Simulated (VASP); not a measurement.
# BaTiO3 in VASP: a series of runs

The runs below take BaTiO3 through single point, relaxation of the atoms, with PBE+U.

Program: VASP 6.6.1. These are calculated values, not measurements. Logs are shortened: lines on timing, memory, paths and dates and some standing lists are left out, and cuts for length are marked.

**1. The cell of the first run**

It takes space group R3m (No. 160, trigonal). Conventional cell: a = 5.721 Å, b = 5.721 Å, c = 7.039 Å, α = 90.00°, β = 90.00°, γ = 120.00°. Ba (site symmetry 3m) has 12 O at 2.80 to 2.94 Å and 8 Ti at 3.45 to 3.59 Å within 3.7 Å. Ti (site symmetry 3m) has 6 O at 1.91 to 2.15 Å within 2.5 Å. O (site symmetry m) has 2 Ti at 1.91 to 2.15 Å within 2.5 Å.

**2. Single point, PBE+U**

INCAR reads:

```
SYSTEM = BaTiO3
PREC     = Accurate       ! precision mode
ENCUT    = 520            ! plane-wave cutoff, eV
EDIFF    = 1E-7           ! SCF threshold, eV
ISMEAR   = 0              ! smearing method
SIGMA    = 0.02           ! smearing width, eV
LREAL    = .FALSE.        ! projectors in reciprocal space
LASPH    = .TRUE.         ! aspherical terms in the spheres
NELM     = 150            ! most SCF steps
ALGO     = Normal         ! electronic algorithm
ISIF     = 2              ! what is computed and relaxed
LWAVE    = .FALSE.        ! write WAVECAR
LCHARG   = .FALSE.        ! write CHGCAR
LMAXMIX  = 4              ! l up to which the mixer works
LDAU     = .TRUE.         ! DFT+U
LDAUTYPE = 2            
LDAUL    = -1 2 -1        ! shell
LDAUU    = 0 4 0          ! U, eV
LDAUJ    = 0 0 0        
LDAUPRINT= 1            
GGA      = PE             ! functional
NBANDS   = 28             ! bands
```

KPOINTS reads:

```
regular mesh
0
G
  6 6 6
  0 0 0
```

POSCAR reads:

```
BaTiO3
1.0
    2.8605249332      1.6515248402      2.3462108881
   -2.8605249332      1.6515248402      2.3462108881
    0.0000000000     -3.3030496804      2.3462108880
Ba Ti O
1 1 3
Direct
    0.0011724682      0.0011724682      0.0011724682
    0.5112785989      0.5112785989      0.5112785989
    0.4887886432      0.9810726465      0.4887886432
    0.4887886432      0.4887886432      0.9810726465
    0.9810726465      0.4887886432      0.4887886432
```

Potentials or basis: VASP PAW PBE potentials, release 64 (Ba_sv, Ti_sv, O).

Run with:

```
$ cat potpaw_PBE.64/Ba_sv/POTCAR potpaw_PBE.64/Ti_sv/POTCAR potpaw_PBE.64/O/POTCAR > POTCAR
$ mpirun -np 1 vasp_std > vasp.out
```

OUTCAR:

```text
SYSTEM = BaTiO3
   PREC = Accurate
   ENCUT = 520
   EDIFF = 1E-7
   ISMEAR = 0
   LREAL = .FALSE.
   LASPH = .TRUE.
   NELM = 150
   ISIF = 2
   GGA = PE

 ion  position               nearest neighbor table
   1  0.001  0.001  0.001-   3 2.80   5 2.80   4 2.80   3 2.86   5 2.86   5 2.86   3 2.86   4 2.86
                             4 2.86   5 2.94   3 2.94   4 2.94   2 3.45   2 3.48   2 3.48   2 3.48
   2  0.511  0.511  0.511-   4 1.91   3 1.91   5 1.91   4 2.15   3 2.15   5 2.15   1 3.45   1 3.48
                             1 3.48   1 3.48   1 3.53   1 3.53   1 3.53   1 3.59
   3  0.489  0.981  0.489-   2 1.91   2 2.15   1 2.80   1 2.86   1 2.86   1 2.94
   4  0.489  0.489  0.981-   2 1.91   2 2.15   1 2.80   1 2.86   1 2.86   1 2.94
   5  0.981  0.489  0.489-   2 1.91   2 2.15   1 2.80   1 2.86   1 2.86   1 2.94

  LATTYP: Found a trigonal (rhomboedric) cell.
 ALAT       =     4.0515235064
 COS(alpha) =     0.0030239057

  Lattice vectors:

 A1 = (   2.8605249332,   1.6515248402,   2.3462108881)
 A2 = (  -2.8605249332,   1.6515248402,   2.3462108881)
 A3 = (   0.0000000000,  -3.3030496804,   2.3462108880)

Analysis of symmetry for initial positions (statically):
=====================================================================
 Subroutine PRICEL returns:
 Original cell was already a primitive cell.

 Routine SETGRP: Setting up the symmetry group for a
 trigonal (rhombohedral) supercell.

 Subroutine GETGRP returns: Found  6 space group operations
 (whereof  6 operations were pure point group operations)
 out of a pool of 12 trial point group operations.

The static configuration has the point symmetry C_3v.

Analysis of symmetry for dynamics (positions and initial velocities):
=====================================================================
 Subroutine PRICEL returns:
 Original cell was already a primitive cell.

 Routine SETGRP: Setting up the symmetry group for a
 trigonal (rhombohedral) supercell.

 Subroutine GETGRP returns: Found  6 space group operations
[... 161 lines left out ...]
 -0.0000  0.0627  0.0000 -0.0000  0.1596

spin component  2

  0.1596 -0.0000  0.0000  0.0627 -0.0000
 -0.0000  0.1895  0.0000 -0.0000  0.0627
  0.0000  0.0000  0.1084 -0.0000  0.0000
  0.0627 -0.0000 -0.0000  0.1895 -0.0000
 -0.0000  0.0627  0.0000 -0.0000  0.1596

 occupancies and eigenvectors

  o =  0.1084  v =  0.0000  0.0000 -1.0000  0.0000 -0.0000  0.0000  0.0000  0.0000  0.0000  0.0000      0.0000  0.0000  0.0000  0.0000  0.0000  0.0000  0.0000  0.0000  0.0000  0.0000
  o =  0.1084  v =  0.0000  0.0000  0.0000  0.0000  0.0000  0.0000  0.0000 -1.0000  0.0000 -0.0000      0.0000  0.0000  0.0000  0.0000  0.0000  0.0000  0.0000  0.0000  0.0000  0.0000
  o =  0.1101  v =  0.0000  0.0000  0.0000  0.0000  0.0000 -0.7850  0.0000  0.0000  0.6195 -0.0000      0.0000  0.0000  0.0000  0.0000  0.0000  0.0000  0.0000  0.0000  0.0000  0.0000
  o =  0.1101  v = -0.7850  0.0000  0.0000  0.6195 -0.0000  0.0000  0.0000  0.0000  0.0000  0.0000      0.0000  0.0000  0.0000  0.0000  0.0000  0.0000  0.0000  0.0000  0.0000  0.0000
  o =  0.1101  v =  0.0000 -0.6195 -0.0000  0.0000  0.7850  0.0000  0.0000  0.0000  0.0000  0.0000      0.0000  0.0000  0.0000  0.0000  0.0000  0.0000  0.0000  0.0000  0.0000  0.0000
  o =  0.1101  v =  0.0000  0.0000  0.0000  0.0000  0.0000  0.0000 -0.6195 -0.0000  0.0000  0.7850      0.0000  0.0000  0.0000  0.0000  0.0000  0.0000  0.0000  0.0000  0.0000  0.0000
  o =  0.2390  v =  0.0000  0.7850  0.0000  0.0000  0.6195  0.0000  0.0000  0.0000  0.0000  0.0000      0.0000  0.0000  0.0000  0.0000  0.0000  0.0000  0.0000  0.0000  0.0000  0.0000
  o =  0.2390  v =  0.0000  0.0000  0.0000  0.0000  0.0000  0.0000  0.7850  0.0000  0.0000  0.6195      0.0000  0.0000  0.0000  0.0000  0.0000  0.0000  0.0000  0.0000  0.0000  0.0000
  o =  0.2390  v =  0.6195  0.0000  0.0000  0.7850 -0.0000  0.0000  0.0000  0.0000  0.0000  0.0000      0.0000  0.0000  0.0000  0.0000  0.0000  0.0000  0.0000  0.0000  0.0000  0.0000
  o =  0.2390  v =  0.0000  0.0000  0.0000  0.0000  0.0000  0.6195  0.0000  0.0000  0.7850 -0.0000      0.0000  0.0000  0.0000  0.0000  0.0000  0.0000  0.0000  0.0000  0.0000  0.0000

 number of electron      39.9999997 magnetization

 Free energy of the ion-electron system (eV)
  ---------------------------------------------------
  ext. energy  EPLUGINS =         0.00000000
  ---------------------------------------------------
  free energy    TOTEN  =       -37.30731412 eV

  energy without entropy =      -37.30731412  energy(sigma->0) =      -37.30731412

 E-fermi :   3.8428     XC(G=0): -11.0612

 val. band max:        3.6450595712   @ k =   0.5000   0.5000   0.5000
 cond. band min:       6.2648205500   @ k =   0.0000   0.0000   0.0000
 fundamental gap:      2.6197609788
 Fermi energy:         3.8427738652

 k-point     1 :       0.0000    0.0000    0.0000
  band No.  band energies     occupation
      1     -53.9437      2.00000
      2     -30.1275      2.00000
      3     -30.1167      2.00000
      4     -30.1167      2.00000
      5     -21.2497      2.00000
      6     -13.1734      2.00000
[... 733 lines left out ...]
     27      11.6325      0.00000
     28      12.0582      0.00000

 [... further k-points ...]

------------------------ aborting loop because EDIFF is reached ----------------------------------------

  FORCE on cell =-STRESS in cart. coord.  units (eV):
  Direction    XX          YY          ZZ          XY          YZ          ZX
  --------------------------------------------------------------------------------------
  -------------------------------------------------------------------------------------
  Total        1.4909748      1.4909748      1.3041194      0.0000000      0.0000000      0.0000000
  in kB       35.9196209     35.9196209     31.4180176      0.0000000      0.0000000      0.0000000
  external PRESSURE =      34.4190865 kB  Pullay stress =       0.0000000 kB

 VOLUME and BASIS-vectors are now :
 -----------------------------------------------------------------------------
  energy-cutoff  :      520.00
  volume of cell :       66.50
      direct lattice vectors                 reciprocal lattice vectors
     2.860524933  1.651524840  2.346210888     0.174793093  0.100916839  0.142073049
    -2.860524933  1.651524840  2.346210888    -0.174793093  0.100916839  0.142073049
     0.000000000 -3.303049680  2.346210888     0.000000000 -0.201833678  0.142073049

 POSITION                                       TOTAL-FORCE (eV/Angst)
 -----------------------------------------------------------------------------------
      0.00000      0.00000      0.00825        -0.000000      0.000000     -0.039491
      0.00000      0.00000      3.59870        -0.000000      0.000000     -0.601617
     -1.40819      0.81302      4.59541        -0.253322      0.146255      0.213702
      0.00000     -1.62604      4.59541        -0.000000     -0.292511      0.213702
      1.40819      0.81302      4.59541         0.253322      0.146255      0.213702
 -----------------------------------------------------------------------------------
    total drift:                                0.000000     -0.000000      0.000959

  FREE ENERGIE OF THE ION-ELECTRON SYSTEM (eV)
  ---------------------------------------------------
  free  energy   TOTEN  =       -37.3073141192 eV

  energy  without entropy=      -37.3073141192  energy(sigma->0) =      -37.30731412
```

OSZICAR:

```text
N       E                     dE             d eps       ncg     rms          rms(c)
DAV:   1     0.438286701290E+03    0.43829E+03   -0.20862E+04  1792   0.154E+03
DAV:   2    -0.345685258687E+01   -0.44174E+03   -0.42156E+03  2096   0.424E+02
DAV:   3    -0.470574386648E+02   -0.43601E+02   -0.43231E+02  2524   0.133E+02
DAV:   4    -0.490958143933E+02   -0.20384E+01   -0.20336E+01  2680   0.246E+01
DAV:   5    -0.491686326346E+02   -0.72818E-01   -0.72807E-01  2472   0.345E+00    0.232E+01
DAV:   6    -0.371586954898E+02    0.12010E+02   -0.57613E+01  2720   0.677E+01    0.891E+00
DAV:   7    -0.373691630994E+02   -0.21047E+00   -0.78822E+00  2356   0.170E+01    0.566E+00
DAV:   8    -0.373132272896E+02    0.55936E-01   -0.12009E+00  2272   0.953E+00    0.220E+00
DAV:   9    -0.373152422359E+02   -0.20149E-02   -0.19353E-01  2184   0.348E+00    0.103E+00
DAV:  10    -0.373195924845E+02   -0.43502E-02   -0.10834E-01  2076   0.202E+00    0.950E-01
DAV:  11    -0.373089976032E+02    0.10595E-01   -0.74703E-02  2348   0.241E+00    0.334E-01
DAV:  12    -0.373074542074E+02    0.15434E-02   -0.45450E-03  2284   0.647E-01    0.110E-01
DAV:  13    -0.373074503663E+02    0.38410E-05   -0.30701E-03  2452   0.390E-01    0.967E-02
DAV:  14    -0.373073183300E+02    0.13204E-03   -0.54909E-04  2464   0.174E-01    0.291E-02
DAV:  15    -0.373073221793E+02   -0.38493E-05   -0.20658E-05  2068   0.414E-02    0.239E-02
DAV:  16    -0.373073144759E+02    0.77034E-05   -0.23763E-05  2072   0.259E-02    0.607E-03
DAV:  17    -0.373073140465E+02    0.42937E-06   -0.39240E-06  2484   0.967E-03    0.277E-03
DAV:  18    -0.373073141192E+02   -0.72694E-07   -0.88321E-08  1324   0.242E-03
   1 F= -.37307314E+02 E0= -.37307314E+02  d E =-.188604E-46
```

stdout:

```text
POSCAR found type information on POSCAR BaTiO
 POSCAR found :  3 types and       5 ions
 scaLAPACK will be used
 LDA part: xc-table for (Slater+PW92), standard interpolation
 POSCAR, INCAR and KPOINTS ok, starting setup
 FFT: planning ... GRIDC
 FFT: planning ... GRID_SOFT
 FFT: planning ... GRID
 WAVECAR not read
 entering main loop
```

It took 36 s on 1 thread of Intel Xeon 6975P-C (Granite Rapids), shared host; peak memory 0.2 GiB.

What came out:

| Property | Result |
| --- | --- |
| Free energy | -37.3073 eV |
| Pressure | 3.4 GPa |
| Largest force | 0.602 eV/Å |
| Band gap on the k mesh | 2.62 eV (least direct gap 3.03 eV) |

Forces on the atoms (eV/Å):
```
Ba   0.000  0.000 -0.039
Ti   0.000  0.000 -0.602
O   -0.253  0.146  0.214
O    0.000 -0.293  0.214
O    0.253  0.146  0.214
```

Stress tensor (GPa, compression positive):
```
3.59 0.00 0.00
0.00 3.59 0.00
0.00 0.00 3.14
```

Levels at points of the mesh, in eV from the valence-band top:
```
           k point  band 17  band 18  band 19  band 20  band 21  band 22  band 23  band 24
(0.00, 0.00, 0.00)    -1.02    -0.48    -0.41    -0.41     2.62     2.62     2.71     4.17
(0.50, 0.00, 0.00)    -1.63    -1.57    -0.94    -0.87     2.79     3.97     4.05     4.15
(0.50, 0.50, 0.00)    -1.79    -0.92    -0.88    -0.09     4.04     4.04     4.39     4.70
(0.50, 0.50, 0.50)    -2.29    -0.02    -0.02     0.00     4.52     4.63     4.63     6.39
```

Eigenvalues of the final occupation matrices:
```
    site  spin  trace               eigenvalues
site 2 d     1   0.81  0.11 0.11 0.11 0.24 0.24
site 2 d     2   0.81  0.11 0.11 0.11 0.24 0.24
```

Caveat: the cell stands under pressure; spin-orbit coupling is left out, which moves the levels of the heavy elements.

**3. Single point, PBE+U**

INCAR reads:

```
PREC = Accurate
ENCUT = 520
EDIFF = 1E-6
ISMEAR = 0
SIGMA = 0.02
LREAL = False
LASPH = True
NELM = 150
ALGO = Normal
ISIF = 2
LWAVE = False
LCHARG = False
LMAXMIX = 4
LDAU = True
LDAUTYPE = 2
LDAUL = -1 2 -1
LDAUU = 0 4 0
LDAUJ = 0 0 0
LDAUPRINT = 1
GGA = PE
NBANDS = 28
```

KPOINTS reads:

```
regular mesh
0
Gamma
  6 6 6
```

POSCAR is that of step 2.

Potentials or basis: VASP PAW PBE potentials, release 64 (Ba_sv, Ti_sv, O).

Run with:

```
$ cat potpaw_PBE.64/Ba_sv/POTCAR potpaw_PBE.64/Ti_sv/POTCAR potpaw_PBE.64/O/POTCAR > POTCAR
$ mpirun -np 1 vasp_std > vasp.out
```

Wall time 33 s (1 thread of Intel Xeon 6975P-C (Granite Rapids), shared host); peak memory 0.2 GiB.

It converged, with:

- Free energy: -37.3073 eV
- Pressure: 3.4 GPa
- Largest force: 0.602 eV/Å
- Band gap on the k mesh: 2.62 eV (least direct gap 3.03 eV)

Forces on the atoms (eV/Å):
```
Ba   0.000  0.000 -0.039
Ti   0.000  0.000 -0.602
O   -0.253  0.146  0.214
O    0.000 -0.293  0.214
O    0.253  0.146  0.214
```

Stress tensor (GPa, compression positive):
```
3.60 0.00 0.00
0.00 3.60 0.00
0.00 0.00 3.15
```

Levels at points of the mesh, in eV from the valence-band top:
```tsv
k point	band 16	band 17	band 18	band 19	band 20	band 21	band 22	band 23	band 24	band 25
(0.00, 0.00, 0.00)	-1.21	-1.02	-0.48	-0.41	-0.41	2.62	2.62	2.71	4.17	4.17
(0.50, 0.00, 0.00)	-1.93	-1.63	-1.57	-0.94	-0.87	2.79	3.97	4.05	4.15	5.73
(0.50, 0.50, 0.00)	-2.52	-1.79	-0.92	-0.88	-0.09	4.04	4.04	4.39	4.70	7.39
(0.50, 0.50, 0.50)	-2.31	-2.29	-0.02	-0.02	0.00	4.52	4.63	4.63	6.39	6.39
```

Eigenvalues of the final occupation matrices:
```tsv
site	spin	trace	eigenvalues
site 2 d	1	0.81	0.11 0.11 0.11 0.24 0.24
site 2 d	2	0.81	0.11 0.11 0.11 0.24 0.24
```

Caveat: the cell stands under pressure; spin-orbit coupling is left out, which moves the levels of the heavy elements. A k mesh can miss the band edges.

**4. Single point, PBE+U (biaxial strain in the a-b plane: -1.5 %)**

INCAR reads:

```
SYSTEM = BaTiO3
PREC = Accurate
ENCUT = 520
EDIFF = 1E-6
ISMEAR = 0
SIGMA = 0.02
LREAL = .FALSE.
LASPH = .TRUE.
NELM = 150
ALGO = Normal
ISIF = 2
LWAVE = .FALSE.
LCHARG = .FALSE.
LMAXMIX = 4
LDAU = .TRUE.
LDAUTYPE = 2
LDAUL = -1 2 -1
LDAUU = 0 4 0
LDAUJ = 0 0 0
LDAUPRINT = 1
GGA = PE
NBANDS = 28
```

KPOINTS reads:

```
regular mesh
0
G
  6 6 6
  0 0 0
```

POSCAR, as its differences from that of step 3:

```diff
@@ -2,5 +2,5 @@
 1.0
-    2.8605249332      1.6515248402      2.3462108881
-   -2.8605249332      1.6515248402      2.3462108881
-    0.0000000000     -3.3030496804      2.3462108880
+    2.8176170592      1.6267519676      2.3110177248
+   -2.8176170592      1.6267519676      2.3110177248
+    0.0000000000     -3.3330161195      2.3669872661
 Ba Ti O
```

Potentials or basis: VASP PAW PBE potentials, release 64 (Ba_sv, Ti_sv, O).

Run with:

```
$ cat potpaw_PBE.64/Ba_sv/POTCAR potpaw_PBE.64/Ti_sv/POTCAR potpaw_PBE.64/O/POTCAR > POTCAR
$ mpirun -np 1 vasp_std > vasp.out
```

OUTCAR:

```text
SYSTEM = BaTiO3
   PREC = Accurate
   ENCUT = 520
   EDIFF = 1E-6
   ISMEAR = 0
   LREAL = .FALSE.
   LASPH = .TRUE.
   NELM = 150
   ISIF = 2
   GGA = PE

 ion  position               nearest neighbor table
   1  0.001  0.001  0.001-   4 2.76   3 2.79   5 2.79   4 2.82   4 2.82   3 2.85   5 2.85   3 2.86
                             5 2.86   4 2.90   3 2.93   5 2.93   2 3.42   2 3.46   2 3.46   2 3.46
   2  0.511  0.511  0.511-   3 1.88   5 1.88   4 1.92   3 2.12   5 2.12   4 2.17   1 3.42   1 3.46
                             1 3.46   1 3.46   1 3.50   1 3.51   1 3.51   1 3.57
[... 992 lines left out ...]
  -------------------------------------------------------------------------------------
  Total        3.7842139      2.3737924      2.8105976      0.0000000      0.9388859      0.0000000
  in kB       93.1265434     58.4171745     69.1666096      0.0000000     23.1052475      0.0000000
  external PRESSURE =      73.5701092 kB  Pullay stress =       0.0000000 kB

 VOLUME and BASIS-vectors are now :
 -----------------------------------------------------------------------------
  energy-cutoff  :      520.00
  volume of cell :       65.10
      direct lattice vectors                 reciprocal lattice vectors
     2.817617059  1.626751968  2.311017725     0.177454917  0.102438950  0.144246941
    -2.817617059  1.626751968  2.311017725    -0.177454917  0.102438950  0.144246941
     0.000000000 -3.333016119  2.366987266     0.000000000 -0.200033378  0.140805796

 POSITION                                       TOTAL-FORCE (eV/Angst)
 -----------------------------------------------------------------------------------
      0.00000     -0.00009      0.00819        -0.000000     -0.017282     -0.060996
      0.00000     -0.04065      3.57334        -0.000000     -0.308228     -0.833096
     -1.38707      0.76196      4.55383        -0.484181      0.262399      0.347301
      0.00000     -1.67966      4.58138        -0.000000     -0.199287      0.199489
      1.38707      0.76196      4.55383         0.484181      0.262399      0.347301
 -----------------------------------------------------------------------------------
    total drift:                                0.000000     -0.000616     -0.000150

  FREE ENERGIE OF THE ION-ELECTRON SYSTEM (eV)
  ---------------------------------------------------
  free  energy   TOTEN  =       -37.2433598132 eV

  energy  without entropy=      -37.2433598132  energy(sigma->0) =      -37.24335981
```

OSZICAR:

```text
N       E                     dE             d eps       ncg     rms          rms(c)
DAV:   1     0.445030132453E+03    0.44503E+03   -0.20885E+04  3808   0.155E+03
DAV:   2    -0.248045524088E+01   -0.44751E+03   -0.42594E+03  4408   0.431E+02
DAV:   3    -0.467938891056E+02   -0.44313E+02   -0.43971E+02  5316   0.135E+02
DAV:   4    -0.489350820171E+02   -0.21412E+01   -0.21365E+01  5804   0.253E+01
DAV:   5    -0.489981980914E+02   -0.63116E-01   -0.63104E-01  5148   0.347E+00    0.237E+01
DAV:   6    -0.370622509041E+02    0.11936E+02   -0.56776E+01  5764   0.688E+01    0.901E+00
DAV:   7    -0.372959771542E+02   -0.23373E+00   -0.76055E+00  5088   0.168E+01    0.586E+00
DAV:   8    -0.372508701334E+02    0.45107E-01   -0.11457E+00  4808   0.952E+00    0.207E+00
DAV:   9    -0.372499114024E+02    0.95873E-03   -0.18242E-01  4628   0.356E+00    0.984E-01
DAV:  10    -0.372542948100E+02   -0.43834E-02   -0.10473E-01  4428   0.202E+00    0.912E-01
DAV:  11    -0.372442430359E+02    0.10052E-01   -0.59355E-02  5056   0.218E+00    0.263E-01
DAV:  12    -0.372433109444E+02    0.93209E-03   -0.43266E-03  4792   0.655E-01    0.489E-02
DAV:  13    -0.372433699514E+02   -0.59007E-04   -0.55952E-04  4936   0.143E-01    0.324E-02
DAV:  14    -0.372433644946E+02    0.54568E-05   -0.64157E-05  5388   0.641E-02    0.183E-02
DAV:  15    -0.372433607161E+02    0.37785E-05   -0.90971E-06  5140   0.208E-02    0.794E-03
DAV:  16    -0.372433598132E+02    0.90293E-06   -0.62762E-06  4288   0.132E-02
   1 F= -.37243360E+02 E0= -.37243360E+02  d E =-.126824E-16
```

Run time: 71 s. Hardware: 1 thread of Intel Xeon 6975P-C (Granite Rapids), shared host; peak memory 0.25 GiB.

Results:

* Free energy: -37.2434 eV
* Pressure: 7.4 GPa
* Largest force: 0.888 eV/Å
* Band gap on the k mesh: 2.65 eV (least direct gap 3.05 eV)

Forces in eV/Å, atoms in the order of the input:
```
Ba   0.000 -0.017 -0.061
Ti   0.000 -0.308 -0.833
O   -0.484  0.262  0.347
O    0.000 -0.199  0.199
O    0.484  0.262  0.347
```

Levels at points of the mesh, in eV from the valence-band top:
```
           k point  band 16  band 17  band 18  band 19  band 20  band 21  band 22  band 23  band 24  band 25
(0.00, 0.00, 0.00)    -1.24    -1.07    -0.49    -0.42    -0.40     2.65     2.66     2.77     4.22     4.36
(0.50, 0.00, 0.00)    -2.02    -1.75    -1.66    -0.97    -0.90     2.84     4.13     4.18     4.25     5.94
(0.50, 0.50, 0.00)    -2.70    -1.80    -0.80    -0.76    -0.07     4.19     4.20     4.57     4.71     7.75
(0.00, 0.00, 0.50)    -1.99    -1.55    -1.49    -0.96    -0.88     2.86     3.95     4.04     4.33     5.86
(0.50, 0.00, 0.50)    -2.51    -1.81    -1.00    -0.96    -0.14     4.03     4.20     4.47     4.92     7.48
(0.50, 0.50, 0.50)    -2.26    -2.24    -0.05    -0.04     0.00     4.63     4.72     4.80     6.45     6.46
```

Eigenvalues of the final occupation matrices:
| site | spin | trace | eigenvalues |
| --- | --- | --- | --- |
| site 2 d | 1 | 0.82 | 0.11 0.11 0.11 0.24 0.25 |
| site 2 d | 2 | 0.82 | 0.11 0.11 0.11 0.24 0.25 |

Caveat: the cell differs from its parent crystal (biaxial strain in the a-b plane: -1.5 %); the cell stands under pressure; spin-orbit coupling is left out, which moves the levels of the heavy elements. A k mesh can miss the band edges.

(Continued in part 2 of 2.)
